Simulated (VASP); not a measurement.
# FeGe (CsCl type) (Pm-3m) in VASP: a series of runs, part 2 of 2

VASP 6.6.1. The steps go on from the part before.

### 4 Single point, r2SCAN, collinear spin, ferromagnetic start (volume scaled by 0.65)

POSCAR reads:

```
FeGe
1.0
    2.4755864119      0.0000000000      0.0000000000
    0.0000000000      2.4755864119      0.0000000000
    0.0000000000      0.0000000000      2.4755864119
Fe Ge
1 1
Direct
    0.0000000000      0.0000000000      0.0000000000
    0.5000000000      0.5000000000      0.5000000000
```

INCAR.step1 reads:

```
PREC = Accurate ; ENCUT = 520
ISMEAR = -1 ; SIGMA = 0.1
LREAL = F ; LASPH = T
NELM = 150 ; ISPIN = 2
MAGMOM = 2.5 0 ; LMAXMIX = 4
NBANDS = 22 ; GGA = PE
ALGO = Normal ; EDIFF = 1E-4
LWAVE = T ; LCHARG = F
```

INCAR.step2 reads:

```
PREC = Accurate ; ENCUT = 520
EDIFF = 1E-7 ; ISMEAR = -1
SIGMA = 0.1 ; LREAL = F
LASPH = T ; NELM = 150
ALGO = Normal ; ISIF = 2
LWAVE = F ; LCHARG = F
ISPIN = 2 ; MAGMOM = 2.5 0
LORBIT = 11 ; LMAXMIX = 4
METAGGA = R2SCAN ; LMIXTAU = T
NBANDS = 22 ; ISTART = 1
```

KPOINTS reads:

```
regular mesh
0
Gamma
  14 14 14
```

Potentials or basis: VASP PAW PBE potentials, release 64 (Fe, Ge_d).

Launch:

```
cat potpaw_PBE.64/Fe/POTCAR potpaw_PBE.64/Ge_d/POTCAR > POTCAR
cp INCAR.step1 INCAR
mpirun -np 1 vasp_std > vasp.out
cp INCAR.step2 INCAR
mpirun -np 1 vasp_std > vasp.out
```

OUTCAR:

```text
PREC = Accurate
   ENCUT = 520
   EDIFF = 1E-7
   ISMEAR = -1
   LREAL = F
   LASPH = T
   NELM = 150
   ISIF = 2
   ISPIN = 2
   LORBIT = 11
   METAGGA = R2SCAN
   ISTART = 1

 ion  position               nearest neighbor table
   1  0.000  0.000  0.000-   2 2.14   2 2.14   2 2.14   2 2.14   2 2.14   2 2.14   2 2.14   2 2.14

   2  0.500  0.500  0.500-   1 2.14   1 2.14   1 2.14   1 2.14   1 2.14   1 2.14   1 2.14   1 2.14

  LATTYP: Found a simple cubic cell.
 ALAT       =     2.4755864119

  Lattice vectors:

 A1 = (   2.4755864119,   0.0000000000,   0.0000000000)
 A2 = (   0.0000000000,   2.4755864119,   0.0000000000)
 A3 = (   0.0000000000,   0.0000000000,   2.4755864119)

Analysis of symmetry for initial positions (statically):
=====================================================================
 Subroutine PRICEL returns:
 Original cell was already a primitive cell.

 Routine SETGRP: Setting up the symmetry group for a
 simple cubic supercell.

 Subroutine GETGRP returns: Found 48 space group operations
 (whereof 48 operations were pure point group operations)
 out of a pool of 48 trial point group operations.

The static configuration has the point symmetry O_h .

Analysis of symmetry for dynamics (positions and initial velocities):
=====================================================================
 Subroutine PRICEL returns:
 Original cell was already a primitive cell.

 Routine SETGRP: Setting up the symmetry group for a
 simple cubic supercell.

 Subroutine GETGRP returns: Found 48 space group operations
 (whereof 48 operations were pure point group operations)
 out of a pool of 48 trial point group operations.

The dynamic configuration has the point symmetry O_h .

Analysis of structural, dynamic, and magnetic symmetry:
=====================================================================
 Subroutine PRICEL returns:
 Original cell was already a primitive cell.

 Routine SETGRP: Setting up the symmetry group for a
 simple cubic supercell.

 Subroutine GETGRP returns: Found 48 space group operations
 (whereof 48 operations were pure point group operations)
 out of a pool of 48 trial point group operations.

The overall configuration has the point symmetry O_h .

 Subroutine INISYM returns: Found 48 space group operations
 (whereof 48 operations are pure point group operations),
 and found     1 'primitive' translations

----------------------------------------------------------------------------------------

                                     Primitive cell

  volume of cell :      15.1717

  direct lattice vectors                    reciprocal lattice vectors
     2.475586412  0.000000000  0.000000000     0.403944696  0.000000000  0.000000000
     0.000000000  2.475586412  0.000000000     0.000000000  0.403944696  0.000000000
     0.000000000  0.000000000  2.475586412     0.000000000  0.000000000  0.403944696

  length of vectors
     2.475586412  2.475586412  2.475586412     0.403944696  0.403944696  0.403944696
[... 64 lines left out ...]
   number of dos      NEDOS =    301   number of ions     NIONS =      2
   total plane-waves  NPLWV =   5832
   dimension x,y,z NGX =    18 NGY =   18 NGZ =   18
   dimension x,y,z NGXF=    36 NGYF=   36 NGZF=   36
   ions per type =               1   1
   NGX,Y,Z   is equivalent  to a cutoff of  12.09, 12.09, 12.09 a.u.
   NGXF,Y,Z  is equivalent  to a cutoff of  24.18, 24.18, 24.18 a.u.
 SYSTEM =  unknown system
   PREC   = accura    normal or accurate (medium, high low for compatibility)
   ISTART =      1    job   : 0-new  1-cont  2-samecut
   ICHARG =      0    charge: 1-file 2-atom 10-const
   ISPIN  =      2    spin polarized calculation?
   LNONCOLLINEAR =      F non collinear calculations
   LSORBIT =      F    spin-orbit coupling
   LASPH  =      T    aspherical Exc in radial PAW
   ENCUT  =  520.0 eV  38.22 Ry    6.18 a.u.   4.60  4.60  4.60*2*pi/ulx,y,z
   NELM   =    150;   NELMIN=  2; NELMDL=  0     # of ELM steps
   EDIFF  = 0.1E-06   stopping-criterion for ELM
   LREAL  =      F    real-space projection
   EDIFFG = 0.1E-05   stopping-criterion for IOM
   NSW    =      0    number of steps for IOM
   IBRION =     -1    ionic relax: 0-MD 1-quasi-New 2-CG
   NFREE  =      0    steps in history (QN), initial steepest desc. (CG)
   ISIF   =      2    stress and relaxation
   ISYM   =      2    0-nonsym 1-usesym 2-fastsym
   POTIM  = 0.5000    time-step for ionic-motion
   TEBEG  =    0.0;   TEEND  =   0.0 temperature during run
   PSTRESS=    0.0 pullay stress
   NELECT =      22.0000    total number of electrons
   NUPDOWN=      -1.0000    fix difference up-down
   EMIN   =  10.00;   EMAX   =-10.00  energy-range for DOS
   EFERMI =   0.00;   METHOD = LEGACY
   ISMEAR =    -1;   SIGMA  =   0.10  broadening in eV -4-tet -1-fermi 0-gaus
   EFERMI_NEDOS =   21; number of points for ismear=-14 and -15
   IALGO  =     38    algorithm
   IMIX   =      4    mixing-type and parameters
     AMIX     =   0.40;   BMIX     =  1.00
     AMIX_MAG =   1.60;   BMIX_MAG =  1.00
  volume/ion in A,a.u.               =       7.59        51.19
  Fermi-wavevector in a.u.,A,eV,Ry     =   1.852981  3.501626 46.716129  3.433539
  Thomas-Fermi vector in A             =   2.902615
   LORBIT       =     11    0 simple, 1 ext, 2 COOP (PROOUT), +10 PAW based schemes
   METAGGA = R2SCAN    functional components
   LHFCALC =     F    Hartree Fock is set to
   AEXX    =    0.0000 exact exchange contribution
   IVDW    =     0    specifies the selected vdW correction
   LEPSILON=     F    determine dielectric tensor
   LRPA    =     F    only Hartree local field effects (RPA)
 spin polarized calculation
  energy-cutoff  :      520.00
  volume of cell :       15.17
 maximum number of plane-waves:       437
   NGX =  9   NGY =  9   NGZ =  9

 number of electron      22.0000012 magnetization       0.0000710

 number of electron      22.0000012 magnetization      -0.0000005

 Free energy of the ion-electron system (eV)
  ---------------------------------------------------
  ext. energy  EPLUGINS =         0.00000000
  ---------------------------------------------------
  free energy    TOTEN  =       -23.39384785 eV

  energy without entropy =      -23.37708694  energy(sigma->0) =      -23.38546739

 E-fermi :  16.8590     XC(G=0): -17.9918

 val. band max:       16.8532745626   @ k =   0.5000   0.5000   0.0714
 cond. band min:      16.8638573692   @ k =   0.5000   0.5000   0.2857
 fundamental gap:      0.0105828066
 Fermi energy:        16.8590310726

 spin component 1

 k-point     1 :       0.0000    0.0000    0.0000
  band No.  band energies     occupation
      1     -10.9718      1.00000
      2     -10.9718      1.00000
      3     -10.3858      1.00000
      4     -10.3858      1.00000
      5     -10.3858      1.00000
      6      -3.3537      1.00000
[... 589 lines left out ...]
     21      44.4660      0.00000
     22      47.9790      0.00000

 [... further k-points ...]

 spin component 2

 k-point     1 :       0.0000    0.0000    0.0000
  band No.  band energies     occupation
      1     -10.9718      1.00000
      2     -10.9718      1.00000
      3     -10.3858      1.00000
      4     -10.3858      1.00000
      5     -10.3858      1.00000
      6      -3.3537      1.00000
[... 589 lines left out ...]
     21      44.4660      0.00000
     22      47.9790      0.00000

 [... further k-points ...]
[... 5 lines left out ...]
  --------------------------------------------------------------------------------------
  -------------------------------------------------------------------------------------
  Total       23.7483935     23.7483935     23.7483935      0.0000000      0.0000000     -0.0000000
  in kB     2507.9019227   2507.9019227   2507.9019227      0.0000000      0.0000000     -0.0000000
  external PRESSURE =    2507.9019227 kB  Pullay stress =       0.0000000 kB

 VOLUME and BASIS-vectors are now :
 -----------------------------------------------------------------------------
  energy-cutoff  :      520.00
  volume of cell :       15.17
      direct lattice vectors                 reciprocal lattice vectors
     2.475586412  0.000000000  0.000000000     0.403944696  0.000000000  0.000000000
     0.000000000  2.475586412  0.000000000     0.000000000  0.403944696  0.000000000
     0.000000000  0.000000000  2.475586412     0.000000000  0.000000000  0.403944696

 POSITION                                       TOTAL-FORCE (eV/Angst)
 -----------------------------------------------------------------------------------
      0.00000      0.00000      0.00000         0.000000      0.000000      0.000000
      1.23779      1.23779      1.23779         0.000000      0.000000      0.000000
 -----------------------------------------------------------------------------------
    total drift:                                0.000000     -0.000000      0.000000

  FREE ENERGIE OF THE ION-ELECTRON SYSTEM (eV)
  ---------------------------------------------------
  free  energy   TOTEN  =       -23.3938478478 eV

  energy  without entropy=      -23.3770869398  energy(sigma->0) =      -23.38546739

 total charge

# of ion       s       p       d       tot
------------------------------------------
    1        0.628   1.119   7.412   9.159
    2        1.119   1.872  10.571  13.562
--------------------------------------------------
tot          1.748   2.991  17.983  22.721

 magnetization (x)

# of ion       s       p       d       tot
------------------------------------------
    1        0.000  -0.000  -0.000  -0.000
    2        0.000   0.000  -0.000  -0.000
--------------------------------------------------
tot          0.000  -0.000  -0.000  -0.000
```

It took 3.7 min on 1 thread of AMD EPYC 7R43 (Zen 3), shared host; peak memory 0.15 GiB.

Results:

- Free energy: -23.3938 eV
- Pressure: 250.8 GPa
- Band gap on the k mesh: zero (filled and empty bands overlap)
- Net moment: 0.00 μB per cell

Caveat: the starting moments collapsed, and a magnetic state may lie lower; the PAW data sets were made with another functional, which shifts forces and pressure a little.

### 5 Single point, r2SCAN, collinear spin, ferromagnetic start (volume scaled by 0.75)

POSCAR reads:

```
FeGe
1.0
    2.5965342714      0.0000000000      0.0000000000
    0.0000000000      2.5965342714      0.0000000000
    0.0000000000      0.0000000000      2.5965342714
Fe Ge
1 1
Direct
    0.0000000000      0.0000000000      0.0000000000
    0.5000000000      0.5000000000      0.5000000000
```

INCAR.step1 reads:

```
SYSTEM = FeGe
  ALGO = Normal
  EDIFF = 1E-4
  ENCUT = 520
  GGA = PE
  ISMEAR = -1
  ISPIN = 2
  LASPH = .TRUE.
  LCHARG = .FALSE.
  LMAXMIX = 4
  LREAL = .FALSE.
  LWAVE = .TRUE.
  MAGMOM = 2.5 0
  NBANDS = 22
  NELM = 150
  PREC = Accurate
  SIGMA = 0.1
```

INCAR.step2 reads:

```
SYSTEM = FeGe
  ALGO = Normal
  EDIFF = 1E-7
  ENCUT = 520
  ISIF = 2
  ISMEAR = -1
  ISPIN = 2
  ISTART = 1
  LASPH = .TRUE.
  LCHARG = .FALSE.
  LMAXMIX = 4
  LMIXTAU = .TRUE.
  LORBIT = 11
  LREAL = .FALSE.
  LWAVE = .FALSE.
  MAGMOM = 2.5 0
  METAGGA = R2SCAN
  NBANDS = 22
  NELM = 150
  PREC = Accurate
  SIGMA = 0.1
```

KPOINTS reads:

```
k-points
0
G
  14 14 14
  0 0 0
```

Launch:

```
cat potpaw_PBE.64/Fe/POTCAR potpaw_PBE.64/Ge_d/POTCAR > POTCAR
cp INCAR.step1 INCAR
mpirun -np 1 vasp_std > vasp.out
cp INCAR.step2 INCAR
mpirun -np 1 vasp_std > vasp.out
```

Wall time 4.6 min (1 thread of AMD EPYC 7R43 (Zen 3), shared host); peak memory 0.16 GiB.

It converged, with:

| Item | Value |
| --- | --- |
| Free energy | -25.9896 eV |
| Pressure | 119.9 GPa |
| Band gap on the k mesh | zero (filled and empty bands overlap) |
| Net moment | 0.00 μB per cell |
| Valence electrons inside the program's atomic spheres | Fe 8.47; Ge 13.12 |

Levels at points of the mesh, in eV from the Fermi level:
Spin up:
```csv
k point,band 9,band 10,band 11,band 12,band 13,band 14
"(0.00, 0.00, 0.00)",-1.23,-1.23,-1.23,3.87,3.87,3.87
"(0.50, 0.00, 0.00)",-3.54,-3.54,-1.19,0.55,10.04,11.50
"(0.50, 0.50, 0.00)",-4.61,-2.38,-2.38,0.11,3.03,4.52
"(0.50, 0.50, 0.50)",-2.04,0.19,0.19,2.95,2.95,2.95
```
Spin down:
| k point | band 9 | band 10 | band 11 | band 12 | band 13 | band 14 |
| --- | --- | --- | --- | --- | --- | --- |
| (0.00, 0.00, 0.00) | -1.23 | -1.23 | -1.23 | 3.87 | 3.87 | 3.87 |
| (0.50, 0.00, 0.00) | -3.54 | -3.54 | -1.19 | 0.55 | 10.04 | 11.50 |
| (0.50, 0.50, 0.00) | -4.61 | -2.38 | -2.38 | 0.11 | 3.03 | 4.52 |
| (0.50, 0.50, 0.50) | -2.04 | 0.19 | 0.19 | 2.95 | 2.95 | 2.95 |

Caveat: the starting moments collapsed, and a magnetic state may lie lower; the PAW data sets were made with another functional, which shifts forces and pressure a little.
